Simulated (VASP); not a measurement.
# Eu (Im-3m) in VASP: notebook

The runs below take Eu through single point, with PBE.

All numbers are computed with VASP 6.6.1; they aren't measurements. Logs are shortened: lines on timing, memory, paths and dates and some standing lists are left out, and cuts for length are marked.

### Step 1. The cell of the first run

The structure is cubic, space group Im-3m (No. 229). The conventional cell has a = 4.606 Å, b = 4.606 Å, c = 4.606 Å, α = 90.00°, β = 90.00°, γ = 90.00°. Within 5.2 Å of Eu (site symmetry m-3m) lie 14 Eu at 3.99 to 4.61 Å.

### Step 2. Single point, PBE, collinear spin, zero start

Contents of INCAR:

```
  PREC = Accurate
  ENCUT = 520
  EDIFF = 1E-6
  ISMEAR = -1
  SIGMA = 0.05
  LREAL = F
  LASPH = T
  NELM = 150
  ALGO = Normal
  ISIF = 2
  LWAVE = F
  LCHARG = F
  ISPIN = 2
  MAGMOM = 0
  LORBIT = 11
  NUPDOWN = 0.0
  LMAXMIX = 6
  GGA = PE
  NBANDS = 18
```

Contents of KPOINTS:

```
regular mesh
0
Gamma
  7 7 7
```

Contents of POSCAR:

```
Eu
1.0
   -2.3030000000      2.3030000000      2.3030000000
    2.3030000000     -2.3030000000      2.3030000000
    2.3030000000      2.3030000000     -2.3030000000
Eu
1
Direct
    0.0000000000      0.0000000000      0.0000000000
```

Potentials or basis: VASP PAW PBE potentials, release 64 (Eu).

Started as:

```bash
cat potpaw_PBE.64/Eu/POTCAR > POTCAR
mpirun -np 1 vasp_std > vasp.out
```

OUTCAR:

```text
PREC = Accurate
   ENCUT = 520
   EDIFF = 1E-6
   ISMEAR = -1
   LREAL = F
   LASPH = T
   NELM = 150
   ISIF = 2
   ISPIN = 2
   LORBIT = 11
   NUPDOWN = 0.0
   GGA = PE

 ion  position               nearest neighbor table
   1  0.000  0.000  0.000-

  LATTYP: Found a body centered cubic cell.
 ALAT       =     4.6060000000

  Lattice vectors:

 A1 = (  -2.3030000000,   2.3030000000,   2.3030000000)
 A2 = (   2.3030000000,  -2.3030000000,   2.3030000000)
 A3 = (   2.3030000000,   2.3030000000,  -2.3030000000)

Analysis of symmetry for initial positions (statically):
=====================================================================
 Subroutine PRICEL returns:
 Original cell was already a primitive cell.

 Routine SETGRP: Setting up the symmetry group for a
 body centered cubic supercell.

 Subroutine GETGRP returns: Found 48 space group operations
 (whereof 48 operations were pure point group operations)
 out of a pool of 48 trial point group operations.

The static configuration has the point symmetry O_h .

Analysis of symmetry for dynamics (positions and initial velocities):
=====================================================================
 Subroutine PRICEL returns:
 Original cell was already a primitive cell.

 Routine SETGRP: Setting up the symmetry group for a
 body centered cubic supercell.

 Subroutine GETGRP returns: Found 48 space group operations
 (whereof 48 operations were pure point group operations)
 out of a pool of 48 trial point group operations.

The dynamic configuration has the point symmetry O_h .

Analysis of structural, dynamic, and magnetic symmetry:
=====================================================================
 Subroutine PRICEL returns:
 Original cell was already a primitive cell.

 Routine SETGRP: Setting up the symmetry group for a
 body centered cubic supercell.

 Subroutine GETGRP returns: Found 48 space group operations
 (whereof 48 operations were pure point group operations)
 out of a pool of 48 trial point group operations.

The overall configuration has the point symmetry O_h .

 Subroutine INISYM returns: Found 48 space group operations
 (whereof 48 operations are pure point group operations),
 and found     1 'primitive' translations

----------------------------------------------------------------------------------------

                                     Primitive cell

  volume of cell :      48.8587

  direct lattice vectors                    reciprocal lattice vectors
    -2.303000000  2.303000000  2.303000000     0.000000000  0.217108120  0.217108120
     2.303000000 -2.303000000  2.303000000     0.217108120  0.000000000  0.217108120
     2.303000000  2.303000000 -2.303000000     0.217108120  0.217108120  0.000000000

  length of vectors
     3.988913010  3.988913010  3.988913010     0.307037248  0.307037248  0.307037248

  position of ions in fractional coordinates (direct lattice)
     0.000000000  0.000000000  0.000000000

  ion indices of the primitive-cell ions
   primitive index   ion index
                 1           1

----------------------------------------------------------------------------------------

 KPOINTS: regular mesh

Automatic generation of k-mesh.
 Grid dimensions read from file:
 generate k-points for:    7    7    7

 Generating k-lattice:

  Cartesian coordinates                     Fractional coordinates (reciprocal lattice)
     0.000000000  0.031015446  0.031015446     0.142857143  0.000000000  0.000000000
     0.031015446  0.000000000  0.031015446     0.000000000  0.142857143  0.000000000
     0.031015446  0.031015446  0.000000000     0.000000000  0.000000000  0.142857143

  Length of vectors
     0.043862464  0.043862464  0.043862464

  Shift w.r.t. Gamma in fractional coordinates (k-lattice)
     0.000000000  0.000000000  0.000000000

 Subroutine IBZKPT returns following result:
 ===========================================

 Found     20 irreducible k-points:

 Following reciprocal coordinates:
            Coordinates               Weight
  0.000000  0.000000  0.000000      1.000000
  0.142857  0.000000  0.000000     12.000000
  0.285714  0.000000  0.000000     12.000000
  0.428571  0.000000  0.000000     12.000000
  0.142857  0.142857  0.000000     24.000000
  0.285714  0.142857  0.000000     48.000000
[... 12 lines left out ...]
 -0.428571 -0.428571  0.285714      8.000000
 -0.428571  0.428571  0.428571      6.000000
   k-points           NKPTS =     20   k-points in BZ     NKDIM =     20   number of bands    NBANDS=     18
   number of dos      NEDOS =    301   number of ions     NIONS =      1
   total plane-waves  NPLWV =  27000
   dimension x,y,z NGX =    30 NGY =   30 NGZ =   30
   dimension x,y,z NGXF=    60 NGYF=   60 NGZF=   60
   ions per type =               1
   NGX,Y,Z   is equivalent  to a cutoff of  12.50, 12.50, 12.50 a.u.
   NGXF,Y,Z  is equivalent  to a cutoff of  25.01, 25.01, 25.01 a.u.
 SYSTEM =  unknown system
   PREC   = accura    normal or accurate (medium, high low for compatibility)
   ISTART =      0    job   : 0-new  1-cont  2-samecut
   ICHARG =      2    charge: 1-file 2-atom 10-const
   ISPIN  =      2    spin polarized calculation?
   LNONCOLLINEAR =      F non collinear calculations
   LSORBIT =      F    spin-orbit coupling
   LASPH  =      T    aspherical Exc in radial PAW
   ENCUT  =  520.0 eV  38.22 Ry    6.18 a.u.   7.42  7.42  7.42*2*pi/ulx,y,z
   NELM   =    150;   NELMIN=  2; NELMDL= -5     # of ELM steps
   EDIFF  = 0.1E-05   stopping-criterion for ELM
   LREAL  =      F    real-space projection
   EDIFFG = 0.1E-04   stopping-criterion for IOM
   NSW    =      0    number of steps for IOM
   IBRION =     -1    ionic relax: 0-MD 1-quasi-New 2-CG
   NFREE  =      0    steps in history (QN), initial steepest desc. (CG)
   ISIF   =      2    stress and relaxation
   ISYM   =      2    0-nonsym 1-usesym 2-fastsym
   POTIM  = 0.5000    time-step for ionic-motion
   TEBEG  =    0.0;   TEEND  =   0.0 temperature during run
   PSTRESS=    0.0 pullay stress
   NELECT =      17.0000    total number of electrons
   NUPDOWN=       0.0000    fix difference up-down
   EMIN   =  10.00;   EMAX   =-10.00  energy-range for DOS
   EFERMI =   0.00;   METHOD = LEGACY
   ISMEAR =    -1;   SIGMA  =   0.05  broadening in eV -4-tet -1-fermi 0-gaus
   EFERMI_NEDOS =   21; number of points for ismear=-14 and -15
   IALGO  =     38    algorithm
   IMIX   =      4    mixing-type and parameters
     AMIX     =   0.40;   BMIX     =  1.00
     AMIX_MAG =   1.60;   BMIX_MAG =  1.00
  volume/ion in A,a.u.               =      48.86       329.71
  Fermi-wavevector in a.u.,A,eV,Ry     =   1.151447  2.175919 18.039008  1.325830
  Thomas-Fermi vector in A             =   2.288104
   LORBIT       =     11    0 simple, 1 ext, 2 COOP (PROOUT), +10 PAW based schemes
   GGA     = PE    functional components
   LHFCALC =     F    Hartree Fock is set to
   AEXX    =    0.0000 exact exchange contribution
   IVDW    =     0    specifies the selected vdW correction
   LEPSILON=     F    determine dielectric tensor
   LRPA    =     F    only Hartree local field effects (RPA)
 spin polarized calculation
  energy-cutoff  :      520.00
  volume of cell :       48.86
 maximum number of plane-waves:      1329
 NGX is ok and might be reduce to    30
   NGX = 15   NGY = 15   NGZ = 15

 number of electron      16.9999999 magnetization      -0.0000000

 number of electron      17.0000007 magnetization       0.0000013

 Free energy of the ion-electron system (eV)
  ---------------------------------------------------
  ext. energy  EPLUGINS =         0.00000000
  ---------------------------------------------------
  free energy    TOTEN  =        -6.41104715 eV

  energy without entropy =       -6.36337051  energy(sigma->0) =       -6.38720883

 E-fermi :   1.2277     XC(G=0):  -8.3045

 val. band max:        1.8560223046   @ k =  -0.4286   0.4286   0.1429
 cond. band min:       1.3105495956   @ k =   0.2857   0.1429   0.1429
 fundamental gap:     -0.5454727090
 Fermi energy:         1.8562486651

 spin component 1

 k-point     1 :       0.0000    0.0000    0.0000
  band No.  band energies     occupation
      1     -39.3074      1.00000
      2     -18.2424      1.00000
      3     -18.2423      1.00000
      4     -18.2423      1.00000
      5      -2.5940      1.00000
      6       1.2227      1.00000
[... 10 lines left out ...]
     17       4.9774      0.00000
     18      10.1975      0.00000

 k-point     2 :       0.1429    0.0000    0.0000
  band No.  band energies     occupation
      1     -39.3038      1.00000
      2     -18.2995      1.00000
      3     -18.2609      1.00000
      4     -18.2425      1.00000
      5      -2.1947      1.00000
      6       1.2198      1.00000
[... 10 lines left out ...]
     17       5.0001      0.00000
     18      10.4880      0.00000
[... 358 lines left out ...]
 k-point    20 :      -0.4286    0.4286    0.4286
  band No.  band energies     occupation
      1     -39.2745      1.00000
      2     -18.4496      1.00000
      3     -18.4400      1.00000
      4     -18.4399      1.00000
      5       0.8052      1.00000
      6       0.8327      1.00000
[... 10 lines left out ...]
     17       6.1993      0.00000
     18       7.5128      0.00000
 Fermi energy:         1.2276765905

 spin component 2

 k-point     1 :       0.0000    0.0000    0.0000
  band No.  band energies     occupation
      1     -39.5984      1.00000
      2     -18.3893      1.00000
      3     -18.3892      1.00000
      4     -18.3892      1.00000
      5      -1.8575      1.00000
      6       0.8555      0.99941
[... 10 lines left out ...]
     17       5.1606      0.00000
     18      11.3073      0.00000

 k-point     2 :       0.1429    0.0000    0.0000
  band No.  band energies     occupation
      1     -39.5951      1.00000
      2     -18.4417      1.00000
      3     -18.4068      1.00000
      4     -18.3893      1.00000
      5      -1.4613      1.00000
      6       0.8319      0.99964
[... 10 lines left out ...]
     17       5.1964      0.00000
     18      11.5030      0.00000
[... 358 lines left out ...]
 k-point    20 :      -0.4286    0.4286    0.4286
  band No.  band energies     occupation
      1     -39.5676      1.00000
      2     -18.5833      1.00000
      3     -18.5750      1.00000
      4     -18.5750      1.00000
      5       0.7067      0.99997
      6       1.0328      0.98010
[... 10 lines left out ...]
     17       6.3931      0.00000
     18       7.8850      0.00000

------------------------ aborting loop because EDIFF is reached ----------------------------------------

  FORCE on cell =-STRESS in cart. coord.  units (eV):
  Direction    XX          YY          ZZ          XY          YZ          ZX
  --------------------------------------------------------------------------------------
  -------------------------------------------------------------------------------------
  Total       -0.7411084     -0.7411084     -0.7411084      0.0000000      0.0000000     -0.0000000
  in kB      -24.3024757    -24.3024757    -24.3024757      0.0000000      0.0000000     -0.0000000
  external PRESSURE =     -24.3024757 kB  Pullay stress =       0.0000000 kB

 VOLUME and BASIS-vectors are now :
 -----------------------------------------------------------------------------
  energy-cutoff  :      520.00
  volume of cell :       48.86
      direct lattice vectors                 reciprocal lattice vectors
    -2.303000000  2.303000000  2.303000000     0.000000000  0.217108120  0.217108120
     2.303000000 -2.303000000  2.303000000     0.217108120  0.000000000  0.217108120
     2.303000000  2.303000000 -2.303000000     0.217108120  0.217108120  0.000000000

 POSITION                                       TOTAL-FORCE (eV/Angst)
 -----------------------------------------------------------------------------------
      0.00000      0.00000      0.00000         0.000000     -0.000000      0.000000
 -----------------------------------------------------------------------------------
    total drift:                               -0.000000     -0.000000      0.000000

  FREE ENERGIE OF THE ION-ELECTRON SYSTEM (eV)
  ---------------------------------------------------
  free  energy   TOTEN  =        -6.4110471523 eV

  energy  without entropy=       -6.3633705065  energy(sigma->0) =       -6.38720883

 total charge

# of ion       s       p       d       f       tot
--------------------------------------------------
    1        2.067   5.659   0.266   6.543  14.535

 magnetization (x)

# of ion       s       p       d       f       tot
--------------------------------------------------
    1        0.005   0.046   0.157  -0.883  -0.675
```

Wall time 2.2 min (1 thread of AMD EPYC 7R13 (Zen 3), shared host); peak memory 0.18 GiB.

What came out:

```yaml
Free_energy: -6.4110 eV
Pressure: -2.4 GPa
Net_moment: 0.00 μB per cell
Site_moments: Eu -0.68 μB
Valence_electrons_inside_the_program's_atomic_spheres: Eu 14.54
```

Caveat: spin-orbit coupling is left out, which moves the levels of the heavy elements; the total moment is fixed, so each spin has its own Fermi level.

### Step 3. Single point, PBE, collinear spin, ferromagnetic start

Contents of INCAR:

```
  ALGO = Normal
  EDIFF = 1E-6
  ENCUT = 520
  GGA = PE
  ISIF = 2
  ISMEAR = -1
  ISPIN = 2
  LASPH = T
  LCHARG = F
  LMAXMIX = 6
  LORBIT = 11
  LREAL = F
  LWAVE = F
  MAGMOM = 3.5
  NBANDS = 18
  NELM = 150
  NUPDOWN = 3.5
  PREC = Accurate
  SIGMA = 0.05
```

Contents of KPOINTS:

```
k-points
0
Gamma
  7 7 7
```

POSCAR is that of step 2.

Potentials or basis: VASP PAW PBE potentials, release 64 (Eu).

Started as:

```bash
cat potpaw_PBE.64/Eu/POTCAR > POTCAR
mpirun -np 1 vasp_std > vasp.out
```

Run time: 82 s. Hardware: 1 thread of AMD EPYC 7R13 (Zen 3), shared host; peak memory 0.18 GiB.

Results (log left out):

```yaml
Free_energy: -8.5116 eV
Pressure: -4.1 GPa
Net_moment: 3.50 μB per cell
Site_moments: Eu +5.28 μB
Valence_electrons_inside_the_program's_atomic_spheres: Eu 14.43
```

Caveat: spin-orbit coupling is left out, which moves the levels of the heavy elements; the total moment is fixed, so each spin has its own Fermi level. The state reached can hang on the start; a lower one may exist.

### Step 4. Single point, PBE, collinear spin, ferromagnetic start

Contents of INCAR:

```
ALGO = Normal
EDIFF = 1E-6
ENCUT = 520
GGA = PE
ISIF = 2
ISMEAR = -1
ISPIN = 2
LASPH = T
LCHARG = T
LELF = T
LMAXMIX = 6
LORBIT = 11
LREAL = F
LVHAR = T
LWAVE = F
MAGMOM = 5.2
NBANDS = 18
NELM = 150
NUPDOWN = 5.2
PREC = Accurate
SIGMA = 0.05
```

KPOINTS is that of step 3.

POSCAR is that of step 3.

Started as:

```bash
cat potpaw_PBE.64/Eu/POTCAR > POTCAR
mpirun -np 1 vasp_std > vasp.out
```

Run time: 48 s. Hardware: 1 thread of AMD EPYC 7R13 (Zen 3), shared host; peak memory 0.18 GiB.

It converged, with:

```
Free energy                                           : -10.5374 eV
Pressure                                              : -0.9 GPa
Net moment                                            : 5.20 μB per cell
Site moments                                          : Eu +6.14 μB
Valence electrons inside the program's atomic spheres : Eu 14.61
```

Caveat: spin-orbit coupling is left out, which moves the levels of the heavy elements; the total moment is fixed, so each spin has its own Fermi level. The state reached can hang on the start; a lower one may exist.

(Part 1 of 2 ends here.)
